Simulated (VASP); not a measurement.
# Al (I4/mmm) in VASP: a series of runs

The runs below take Al through single point, with PBE.

Everything below comes from runs of VASP 6.6.1. Logs are shortened: lines on timing, memory, paths and dates and some standing lists are left out, and cuts for length are marked.

## 1. The cell of the first run

Symmetry: I4/mmm, No. 139, tetragonal system. The conventional cell has a = 2.862 Å, b = 2.862 Å, c = 4.230 Å, α = 90.00°, β = 90.00°, γ = 90.00°. Al (site symmetry 4/mmm) has 12 Al at 2.86 to 2.93 Å within 3.8 Å.

## 2. Single point, PBE (strain +0.0450 x Voigt [0, 0, 1, 0, 0, 0])

File INCAR:

```
SYSTEM = Al
  PREC = Accurate
  ENCUT = 520
  EDIFF = 1E-7
  ISMEAR = 0
  SIGMA = 0.15
  LREAL = .FALSE.
  LASPH = .TRUE.
  NELM = 60
  ALGO = Normal
  ISIF = 2
  LWAVE = .FALSE.
  LCHARG = .FALSE.
  GGA = PE
  NBANDS = 8
```

File KPOINTS:

```
Automatic mesh
0
G
  20 20 20
  0 0 0
```

File POSCAR:

```
Al
1.0
    0.0000000000      2.0239800000      2.1150591000
    2.0239800000      0.0000000000      2.1150591000
    2.0239800000      2.0239800000      0.0000000000
Al
1
Direct
    0.0000000000      0.0000000000      0.0000000000
```

Potentials or basis: VASP PAW PBE potentials, release 64 (Al).

Launch:

```
$ cat potpaw_PBE.64/Al/POTCAR > POTCAR
$ mpirun -np 1 vasp_std > vasp.out
```

OUTCAR:

```text
SYSTEM = Al
   PREC = Accurate
   ENCUT = 520
   EDIFF = 1E-7
   ISMEAR = 0
   LREAL = .FALSE.
   LASPH = .TRUE.
   NELM = 60
   ISIF = 2
   GGA = PE

 ion  position               nearest neighbor table
   1  0.000  0.000  0.000-

  LATTYP: Found a body centered tetragonal cell.
 ALAT       =     2.8623399660
 C/A-ratio  =     1.4778531727

  Lattice vectors:

 A1 = (  -2.0239800000,   0.0000000000,   2.1150591000)
 A2 = (   2.0239800000,   0.0000000000,   2.1150591000)
 A3 = (   0.0000000000,   2.0239800000,  -2.1150591000)

Analysis of symmetry for initial positions (statically):
=====================================================================
 Subroutine PRICEL returns:
 Original cell was already a primitive cell.

 Routine SETGRP: Setting up the symmetry group for a
 body centered tetragonal supercell.

 Subroutine GETGRP returns: Found 16 space group operations
 (whereof 16 operations were pure point group operations)
 out of a pool of 16 trial point group operations.

The static configuration has the point symmetry D_4h.

Analysis of symmetry for dynamics (positions and initial velocities):
=====================================================================
 Subroutine PRICEL returns:
 Original cell was already a primitive cell.

 Routine SETGRP: Setting up the symmetry group for a
 body centered tetragonal supercell.

 Subroutine GETGRP returns: Found 16 space group operations
 (whereof 16 operations were pure point group operations)
 out of a pool of 16 trial point group operations.

The dynamic configuration has the point symmetry D_4h.

 Subroutine INISYM returns: Found 16 space group operations
 (whereof 16 operations are pure point group operations),
 and found     1 'primitive' translations

----------------------------------------------------------------------------------------

                                     Primitive cell

  volume of cell :      17.3287

  direct lattice vectors                    reciprocal lattice vectors
     0.000000000  2.023980000  2.115059100    -0.247038014  0.247038014  0.236400014
     2.023980000  0.000000000  2.115059100     0.247038014 -0.247038014  0.236400014
     2.023980000  2.023980000  0.000000000     0.247038014  0.247038014 -0.236400014

  length of vectors
     2.927451116  2.927451116  2.862339966     0.421829974  0.421829974  0.421829974

  position of ions in fractional coordinates (direct lattice)
     0.000000000  0.000000000  0.000000000

  ion indices of the primitive-cell ions
   primitive index   ion index
                 1           1

----------------------------------------------------------------------------------------

 KPOINTS: Automatic mesh

Automatic generation of k-mesh.
 Grid dimensions read from file:
 generate k-points for:   20   20   20

 Generating k-lattice:

  Cartesian coordinates                     Fractional coordinates (reciprocal lattice)
    -0.012351901  0.012351901  0.011820001     0.050000000  0.000000000  0.000000000
     0.012351901 -0.012351901  0.011820001     0.000000000  0.050000000  0.000000000
     0.012351901  0.012351901 -0.011820001    -0.000000000 -0.000000000  0.050000000

  Length of vectors
     0.021091499  0.021091499  0.021091499

  Shift w.r.t. Gamma in fractional coordinates (k-lattice)
     0.000000000  0.000000000  0.000000000

 Subroutine IBZKPT returns following result:
 ===========================================

 Found    641 irreducible k-points:

 Following reciprocal coordinates:
            Coordinates               Weight
  0.000000  0.000000  0.000000      1.000000
  0.050000  0.000000  0.000000      8.000000
  0.100000 -0.000000  0.000000      8.000000
  0.150000  0.000000  0.000000      8.000000
  0.200000 -0.000000  0.000000      8.000000
  0.250000 -0.000000  0.000000      8.000000
[... 16 lines left out ...]
 -0.400000  0.050000  0.000000      8.000000
 -0.350000  0.050000  0.000000      8.000000
 [... further k-points ...]
   k-points           NKPTS =    641   k-points in BZ     NKDIM =    641   number of bands    NBANDS=      8
   number of dos      NEDOS =    301   number of ions     NIONS =      1
   total plane-waves  NPLWV =  13824
   dimension x,y,z NGX =    24 NGY =   24 NGZ =   24
   dimension x,y,z NGXF=    48 NGYF=   48 NGZF=   48
   ions per type =               1
   NGX,Y,Z   is equivalent  to a cutoff of  13.63, 13.63, 13.94 a.u.
   NGXF,Y,Z  is equivalent  to a cutoff of  27.26, 27.26, 27.88 a.u.
 SYSTEM =  Al
   PREC   = accura    normal or accurate (medium, high low for compatibility)
   ISTART =      0    job   : 0-new  1-cont  2-samecut
   ICHARG =      2    charge: 1-file 2-atom 10-const
   ISPIN  =      1    spin polarized calculation?
   LNONCOLLINEAR =      F non collinear calculations
   LSORBIT =      F    spin-orbit coupling
   LASPH  =      T    aspherical Exc in radial PAW
   ENCUT  =  520.0 eV  38.22 Ry    6.18 a.u.   5.44  5.44  5.32*2*pi/ulx,y,z
   NELM   =     60;   NELMIN=  2; NELMDL= -5     # of ELM steps
   EDIFF  = 0.1E-06   stopping-criterion for ELM
   LREAL  =      F    real-space projection
   EDIFFG = 0.1E-05   stopping-criterion for IOM
   NSW    =      0    number of steps for IOM
   IBRION =     -1    ionic relax: 0-MD 1-quasi-New 2-CG
   NFREE  =      0    steps in history (QN), initial steepest desc. (CG)
   ISIF   =      2    stress and relaxation
   ISYM   =      2    0-nonsym 1-usesym 2-fastsym
   POTIM  = 0.5000    time-step for ionic-motion
   TEBEG  =    0.0;   TEEND  =   0.0 temperature during run
   PSTRESS=    0.0 pullay stress
   NELECT =       3.0000    total number of electrons
   NUPDOWN=      -1.0000    fix difference up-down
   EMIN   =  10.00;   EMAX   =-10.00  energy-range for DOS
   EFERMI =   0.00;   METHOD = LEGACY
   ISMEAR =     0;   SIGMA  =   0.15  broadening in eV -4-tet -1-fermi 0-gaus
   EFERMI_NEDOS =   21; number of points for ismear=-14 and -15
   IALGO  =     38    algorithm
   IMIX   =      4    mixing-type and parameters
     AMIX     =   0.40;   BMIX     =  1.00
     AMIX_MAG =   1.60;   BMIX_MAG =  1.00
  volume/ion in A,a.u.               =      17.33       116.94
  Fermi-wavevector in a.u.,A,eV,Ry     =   0.912417  1.724219 11.326927  0.832506
  Thomas-Fermi vector in A             =   2.036811
   LORBIT       =      0    0 simple, 1 ext, 2 COOP (PROOUT), +10 PAW based schemes
   GGA     = PE    functional components
   LHFCALC =     F    Hartree Fock is set to
   AEXX    =    0.0000 exact exchange contribution
   IVDW    =     0    specifies the selected vdW correction
   LEPSILON=     F    determine dielectric tensor
   LRPA    =     F    only Hartree local field effects (RPA)
 non-spin polarized calculation
 Gauss-broadening in eV      SIGMA  =   0.15
  energy-cutoff  :      520.00
  volume of cell :       17.33
 maximum number of plane-waves:       489
 NGX is ok and might be reduce to    24
   NGX = 11   NGY = 11   NGZ = 11

 number of electron       3.0000000 magnetization

 Free energy of the ion-electron system (eV)
  ---------------------------------------------------
  ext. energy  EPLUGINS =         0.00000000
  ---------------------------------------------------
  free energy    TOTEN  =        -3.73549542 eV

  energy without entropy =       -3.73039212  energy(sigma->0) =       -3.73294377

 E-fermi :   7.5175     XC(G=0): -10.0207

 val. band max:        7.5171730348   @ k =  -0.3000   0.3500   0.0500
 cond. band min:       7.5308209566   @ k =  -0.2000   0.4000   0.3500
 fundamental gap:      0.0136479218
 Fermi energy:         7.5174522987

 k-point     1 :       0.0000    0.0000    0.0000
  band No.  band energies     occupation
      1      -3.3019      2.00000
      2      19.5555      0.00000
      3      20.0311      0.00000
      4      20.0311      0.00000
      5      20.9498      0.00000
      6      20.9498      0.00000
      7      21.0627      0.00000
      8      23.6426      0.00000

 k-point     2 :       0.0500    0.0000    0.0000
  band No.  band energies     occupation
      1      -3.2361      2.00000
      2      18.4912      0.00000
      3      19.4367      0.00000
      4      19.7102      0.00000
      5      21.3757      0.00000
      6      21.3970      0.00000
      7      21.6285      0.00000
      8      24.3280      0.00000

 k-point     3 :       0.1000   -0.0000    0.0000
  band No.  band energies     occupation
      1      -3.0387      2.00000
      2      16.5753      0.00000
      3      18.8983      0.00000
      4      19.2413      0.00000
      5      21.7655      0.00000
      6      22.1484      0.00000
      7      22.1494      0.00000
      8      24.2403      0.00000

 k-point     4 :       0.1500    0.0000    0.0000
  band No.  band energies     occupation
      1      -2.7103      2.00000
      2      14.6105      0.00000
      3      18.4212      0.00000
      4      18.8435      0.00000
      5      21.6762      0.00000
      6      22.4408      0.00000
      7      22.9804      0.00000
      8      23.9722      0.00000

 k-point     5 :       0.2000   -0.0000    0.0000
  band No.  band energies     occupation
      1      -2.2518      2.00000
      2      12.6916      0.00000
      3      18.0360      0.00000
      4      18.5459      0.00000
      5      21.5385      0.00000
      6      21.7802      0.00000
      7      23.2326      0.00000
      8      24.7323      0.00000
[... 177 lines left out ...]
 k-point    22 :      -0.4500    0.0500    0.0000
  band No.  band energies     occupation
      1       2.4287      2.00000
      2       4.0189      2.00000
      3      16.1881      0.00000
      4      18.4153      0.00000
      5      19.1809      0.00000
      6      19.8812      0.00000
      7      22.6008      0.00000
      8      22.9614      0.00000

 k-point    23 :      -0.4000    0.0500    0.0000
  band No.  band energies     occupation
      1       1.2996      2.00000
      2       5.4107      2.00000
      3      16.0099      0.00000
      4      18.9339      0.00000
      5      19.6163      0.00000
      6      19.6738      0.00000
      7      22.4018      0.00000
      8      23.3405      0.00000

 k-point    24 :      -0.3500    0.0500    0.0000
  band No.  band energies     occupation
      1       0.2905      2.00000
      2       6.9144      2.00000
      3      15.9457      0.00000
      4      19.2829      0.00000
      5      19.7413      0.00000
      6      20.2699      0.00000
      7      22.1805      0.00000
      8      23.9534      0.00000

 [... further k-points ...]
[... 5 lines left out ...]
  --------------------------------------------------------------------------------------
  -------------------------------------------------------------------------------------
  Total       -0.3026414     -0.3026414     -0.4925332      0.0000000      0.0000000     -0.0000000
  in kB      -27.9816934    -27.9816934    -45.5387574      0.0000000      0.0000000     -0.0000000
  external PRESSURE =     -33.8340481 kB  Pullay stress =       0.0000000 kB

 VOLUME and BASIS-vectors are now :
 -----------------------------------------------------------------------------
  energy-cutoff  :      520.00
  volume of cell :       17.33
      direct lattice vectors                 reciprocal lattice vectors
     0.000000000  2.023980000  2.115059100    -0.247038014  0.247038014  0.236400014
     2.023980000  0.000000000  2.115059100     0.247038014 -0.247038014  0.236400014
     2.023980000  2.023980000  0.000000000     0.247038014  0.247038014 -0.236400014

 POSITION                                       TOTAL-FORCE (eV/Angst)
 -----------------------------------------------------------------------------------
      0.00000      0.00000      0.00000         0.000000     -0.000000      0.000000
 -----------------------------------------------------------------------------------
    total drift:                                0.000000      0.000000      0.000000

  FREE ENERGIE OF THE ION-ELECTRON SYSTEM (eV)
  ---------------------------------------------------
  free  energy   TOTEN  =        -3.7354954168 eV

  energy  without entropy=       -3.7303921230  energy(sigma->0) =       -3.73294377
```

It took 23 s on 1 thread of Intel Xeon 6975P-C (Granite Rapids), shared host; peak memory 0.19 GiB.

What came out:

```
Free energy : -3.7355 eV
Pressure    : -3.4 GPa
```

Stress tensor (GPa, compression positive):
```
-2.80  0.00  0.00
 0.00 -2.80  0.00
 0.00  0.00 -4.55
```

Levels at points of the mesh, in eV from the Fermi level:
```tsv
k point	band 1	band 2	band 3	band 4	band 5
(0.00, 0.00, 0.00)	-10.82	12.04	12.51	12.51	13.43
(0.50, 0.00, 0.00)	-4.41	-4.33	10.27	10.68	11.41
(0.50, 0.50, 0.00)	-3.21	-2.20	5.56	5.88	5.88
(0.50, 0.00, 0.50)	-2.62	-1.32	4.95	5.09	5.27
```

Caveat: the cell differs from its parent crystal (strain +0.0450 x Voigt [0, 0, 1, 0, 0, 0]).

(Continued in part 2 of 2.)
